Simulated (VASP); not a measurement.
# Tl (Im-3m) in VASP: single point with LDA

Aim: the single point of Tl with LDA.

Everything below comes from runs of VASP 6.6.1. Logs are shortened: lines on timing, memory, paths and dates and some standing lists are left out, and cuts for length are marked.

## (1) The cell of the first run

Symmetry: Im-3m, No. 229, cubic system. The conventional cell has a = 4.022 Å, b = 4.022 Å, c = 4.022 Å, α = 90.00°, β = 90.00°, γ = 90.00°. Tl (site symmetry m-3m) has 14 Tl at 3.48 to 4.02 Å within 4.6 Å.

## (2) Single point, LDA (functional LDA, strained)

File INCAR:

```
SYSTEM = Tl
PREC = Accurate
ENCUT = 520
EDIFF = 1E-6
ISMEAR = 0
SIGMA = 0.1
LREAL = .False.
LASPH = .True.
NELM = 100
ALGO = Fast
ISIF = 2
LWAVE = .False.
LCHARG = .True.
LELF = .True.
LVHAR = .True.
NBANDS = 12
```

File KPOINTS:

```
regular mesh
0
Gamma
  16 16 16
  0 0 0
```

File POSCAR:

```
Tl
1.0
   -2.0108565900      2.0108565900      2.0108565900
    2.0108565900     -2.0108565900      2.0108565900
    2.0108565900      2.0108565900     -2.0108565900
Tl
1
Direct
    0.0000000000      0.0000000000      0.0000000000
```

Potentials or basis: VASP PAW LDA potentials, release 64 (Tl_d).

Run with:

```
$ cat potpaw_LDA.64/Tl_d/POTCAR > POTCAR
$ mpirun -np 1 vasp_std > vasp.out
```

OUTCAR:

```text
SYSTEM = Tl
   PREC = Accurate
   ENCUT = 520
   EDIFF = 1E-6
   ISMEAR = 0
   LREAL = .False.
   LASPH = .True.
   NELM = 100
   ISIF = 2

 ion  position               nearest neighbor table
   1  0.000  0.000  0.000-

  LATTYP: Found a body centered cubic cell.
 ALAT       =     4.0217131800

  Lattice vectors:

 A1 = (  -2.0108565900,   2.0108565900,   2.0108565900)
 A2 = (   2.0108565900,  -2.0108565900,   2.0108565900)
 A3 = (   2.0108565900,   2.0108565900,  -2.0108565900)

Analysis of symmetry for initial positions (statically):
=====================================================================
 Subroutine PRICEL returns:
 Original cell was already a primitive cell.

 Routine SETGRP: Setting up the symmetry group for a
 body centered cubic supercell.

 Subroutine GETGRP returns: Found 48 space group operations
 (whereof 48 operations were pure point group operations)
 out of a pool of 48 trial point group operations.

The static configuration has the point symmetry O_h .

Analysis of symmetry for dynamics (positions and initial velocities):
=====================================================================
 Subroutine PRICEL returns:
 Original cell was already a primitive cell.

 Routine SETGRP: Setting up the symmetry group for a
 body centered cubic supercell.

 Subroutine GETGRP returns: Found 48 space group operations
 (whereof 48 operations were pure point group operations)
 out of a pool of 48 trial point group operations.

The dynamic configuration has the point symmetry O_h .

 Subroutine INISYM returns: Found 48 space group operations
 (whereof 48 operations are pure point group operations),
 and found     1 'primitive' translations

----------------------------------------------------------------------------------------

                                     Primitive cell

  volume of cell :      32.5240

  direct lattice vectors                    reciprocal lattice vectors
    -2.010856590  2.010856590  2.010856590     0.000000000  0.248650253  0.248650253
     2.010856590 -2.010856590  2.010856590     0.248650253  0.000000000  0.248650253
     2.010856590  2.010856590 -2.010856590     0.248650253  0.248650253  0.000000000

  length of vectors
     3.482905781  3.482905781  3.482905781     0.351644560  0.351644560  0.351644560

  position of ions in fractional coordinates (direct lattice)
     0.000000000  0.000000000  0.000000000

  ion indices of the primitive-cell ions
   primitive index   ion index
                 1           1

----------------------------------------------------------------------------------------

 KPOINTS: regular mesh

Automatic generation of k-mesh.
 Grid dimensions read from file:
 generate k-points for:   16   16   16

 Generating k-lattice:

  Cartesian coordinates                     Fractional coordinates (reciprocal lattice)
     0.000000000  0.015540641  0.015540641     0.062500000  0.000000000  0.000000000
     0.015540641  0.000000000  0.015540641     0.000000000  0.062500000  0.000000000
     0.015540641  0.015540641  0.000000000     0.000000000  0.000000000  0.062500000

  Length of vectors
     0.021977785  0.021977785  0.021977785

  Shift w.r.t. Gamma in fractional coordinates (k-lattice)
     0.000000000  0.000000000  0.000000000

 Subroutine IBZKPT returns following result:
 ===========================================

 Found    145 irreducible k-points:

 Following reciprocal coordinates:
            Coordinates               Weight
  0.000000  0.000000  0.000000      1.000000
  0.062500  0.000000  0.000000     12.000000
  0.125000  0.000000  0.000000     12.000000
  0.187500  0.000000  0.000000     12.000000
  0.250000  0.000000  0.000000     12.000000
  0.312500  0.000000  0.000000     12.000000
[... 16 lines left out ...]
  0.187500  0.187500  0.000000     24.000000
  0.250000  0.187500 -0.000000     48.000000
 [... further k-points ...]
   k-points           NKPTS =    145   k-points in BZ     NKDIM =    145   number of bands    NBANDS=     12
   number of dos      NEDOS =    301   number of ions     NIONS =      1
   total plane-waves  NPLWV =  21952
   dimension x,y,z NGX =    28 NGY =   28 NGZ =   28
   dimension x,y,z NGXF=    56 NGYF=   56 NGZF=   56
   ions per type =               1
   NGX,Y,Z   is equivalent  to a cutoff of  13.36, 13.36, 13.36 a.u.
   NGXF,Y,Z  is equivalent  to a cutoff of  26.73, 26.73, 26.73 a.u.
 SYSTEM =  Tl
   PREC   = accura    normal or accurate (medium, high low for compatibility)
   ISTART =      0    job   : 0-new  1-cont  2-samecut
   ICHARG =      2    charge: 1-file 2-atom 10-const
   ISPIN  =      1    spin polarized calculation?
   LNONCOLLINEAR =      F non collinear calculations
   LSORBIT =      F    spin-orbit coupling
   LASPH  =      T    aspherical Exc in radial PAW
   ENCUT  =  520.0 eV  38.22 Ry    6.18 a.u.   6.48  6.48  6.48*2*pi/ulx,y,z
   NELM   =    100;   NELMIN=  2; NELMDL= -5     # of ELM steps
   EDIFF  = 0.1E-05   stopping-criterion for ELM
   LREAL  =      F    real-space projection
   EDIFFG = 0.1E-04   stopping-criterion for IOM
   NSW    =      0    number of steps for IOM
   IBRION =     -1    ionic relax: 0-MD 1-quasi-New 2-CG
   NFREE  =      0    steps in history (QN), initial steepest desc. (CG)
   ISIF   =      2    stress and relaxation
   ISYM   =      2    0-nonsym 1-usesym 2-fastsym
   POTIM  = 0.5000    time-step for ionic-motion
   TEBEG  =    0.0;   TEEND  =   0.0 temperature during run
   PSTRESS=    0.0 pullay stress
   NELECT =      13.0000    total number of electrons
   NUPDOWN=      -1.0000    fix difference up-down
   EMIN   =  10.00;   EMAX   =-10.00  energy-range for DOS
   EFERMI =   0.00;   METHOD = LEGACY
   ISMEAR =     0;   SIGMA  =   0.10  broadening in eV -4-tet -1-fermi 0-gaus
   EFERMI_NEDOS =   21; number of points for ismear=-14 and -15
   IALGO  =     68    algorithm
   IMIX   =      4    mixing-type and parameters
     AMIX     =   0.40;   BMIX     =  1.00
     AMIX_MAG =   1.60;   BMIX_MAG =  1.00
  volume/ion in A,a.u.               =      32.52       219.48
  Fermi-wavevector in a.u.,A,eV,Ry     =   1.205928  2.278874 19.786453  1.454263
  Thomas-Fermi vector in A             =   2.341610
   LORBIT       =      0    0 simple, 1 ext, 2 COOP (PROOUT), +10 PAW based schemes
   GGA     = CA    functional components
   LHFCALC =     F    Hartree Fock is set to
   AEXX    =    0.0000 exact exchange contribution
   IVDW    =     0    specifies the selected vdW correction
   LEPSILON=     F    determine dielectric tensor
   LRPA    =     F    only Hartree local field effects (RPA)
 non-spin polarized calculation
 RMM-DIIS sequential band-by-band and
 Gauss-broadening in eV      SIGMA  =   0.10
  energy-cutoff  :      520.00
  volume of cell :       32.52
 maximum number of plane-waves:       911
 NGX is ok and might be reduce to    28
   NGX = 13   NGY = 13   NGZ = 13

 number of electron      12.9999998 magnetization

 Free energy of the ion-electron system (eV)
  ---------------------------------------------------
  ext. energy  EPLUGINS =         0.00000000
  ---------------------------------------------------
  free energy    TOTEN  =        -2.84151783 eV

  energy without entropy =       -2.83799293  energy(sigma->0) =       -2.83975538

 E-fermi :   4.9735     XC(G=0):  -9.8852

 val. band max:        4.9726177892   @ k =  -0.3750   0.3750   0.1250
 cond. band min:       4.9749463631   @ k =   0.2500   0.1250   0.1250
 fundamental gap:      0.0023285740
 Fermi energy:         4.9734864497

 k-point     1 :       0.0000    0.0000    0.0000
  band No.  band energies     occupation
      1      -6.4548      2.00000
      2      -6.4548      2.00000
      3      -6.4548      2.00000
      4      -6.1332      2.00000
      5      -6.1332      2.00000
      6      -4.2359      2.00000
      7      14.4664      0.00000
      8      14.4664      0.00000
      9      14.4664      0.00000
     10      17.0424      0.00000
     11      17.0424      0.00000
     12      17.0424      0.00000

 k-point     2 :       0.0625    0.0000    0.0000
  band No.  band energies     occupation
      1      -6.4599      2.00000
      2      -6.4505      2.00000
      3      -6.4361      2.00000
      4      -6.1387      2.00000
      5      -6.1334      2.00000
      6      -4.1576      2.00000
      7      13.6083      0.00000
      8      14.1851      0.00000
      9      14.3341      0.00000
     10      16.5923      0.00000
     11      16.9146      0.00000
     12      16.9747      0.00000

 k-point     3 :       0.1250    0.0000    0.0000
  band No.  band energies     occupation
      1      -6.4742      2.00000
      2      -6.4410      2.00000
      3      -6.3821      2.00000
      4      -6.1532      2.00000
      5      -6.1338      2.00000
      6      -3.9204      2.00000
      7      11.8568      0.00000
      8      13.5080      0.00000
      9      13.9512      0.00000
     10      15.9339      0.00000
     11      16.6248      0.00000
     12      16.9908      0.00000
[... 286 lines left out ...]
 k-point    23 :       0.1875    0.1875    0.0000
  band No.  band energies     occupation
      1      -6.5186      2.00000
      2      -6.4240      2.00000
      3      -6.1921      2.00000
      4      -6.1727      2.00000
      5      -6.1100      2.00000
      6      -2.0932      2.00000
      7       6.7970      0.00000
      8       9.1206      0.00000
      9      11.7910      0.00000
     10      16.3077      0.00000
     11      16.5229      0.00000
     12      19.0097      0.00000

 k-point    24 :       0.2500    0.1875   -0.0000
  band No.  band energies     occupation
      1      -6.5324      2.00000
      2      -6.4180      2.00000
      3      -6.1848      2.00000
      4      -6.1710      2.00000
      5      -6.0689      2.00000
      6      -1.3479      2.00000
      7       5.5826      0.00000
      8       8.2051      0.00000
      9      11.3949      0.00000
     10      16.1134      0.00000
     11      17.0617      0.00000
     12      19.3083      0.00000

 [... further k-points ...]
[... 5 lines left out ...]
  --------------------------------------------------------------------------------------
  -------------------------------------------------------------------------------------
  Total       -0.9517228     -0.9517228     -0.9517228     -0.0000000     -0.0000000      0.0000000
  in kB      -46.8832571    -46.8832571    -46.8832571     -0.0000000     -0.0000000      0.0000000
  external PRESSURE =     -46.8832571 kB  Pullay stress =       0.0000000 kB

 VOLUME and BASIS-vectors are now :
 -----------------------------------------------------------------------------
  energy-cutoff  :      520.00
  volume of cell :       32.52
      direct lattice vectors                 reciprocal lattice vectors
    -2.010856590  2.010856590  2.010856590     0.000000000  0.248650253  0.248650253
     2.010856590 -2.010856590  2.010856590     0.248650253  0.000000000  0.248650253
     2.010856590  2.010856590 -2.010856590     0.248650253  0.248650253  0.000000000

 POSITION                                       TOTAL-FORCE (eV/Angst)
 -----------------------------------------------------------------------------------
      0.00000      0.00000      0.00000        -0.000000      0.000000      0.000000
 -----------------------------------------------------------------------------------
    total drift:                               -0.000000     -0.000000     -0.000000

  FREE ENERGIE OF THE ION-ELECTRON SYSTEM (eV)
  ---------------------------------------------------
  free  energy   TOTEN  =        -2.8415178273 eV

  energy  without entropy=       -2.8379929334  energy(sigma->0) =       -2.83975538
```

It took 33 s on 1 thread of Intel Xeon Platinum 8375C at 2.90GHz (Ice Lake), shared host; peak memory 0.18 GiB.

What came out:

| Quantity | Value |
| --- | --- |
| Free energy | -2.8415 eV |
| Pressure | -4.7 GPa |

Caveat: the cell differs from its parent crystal (functional LDA, strained); spin-orbit coupling is left out, which moves the levels of the heavy elements.
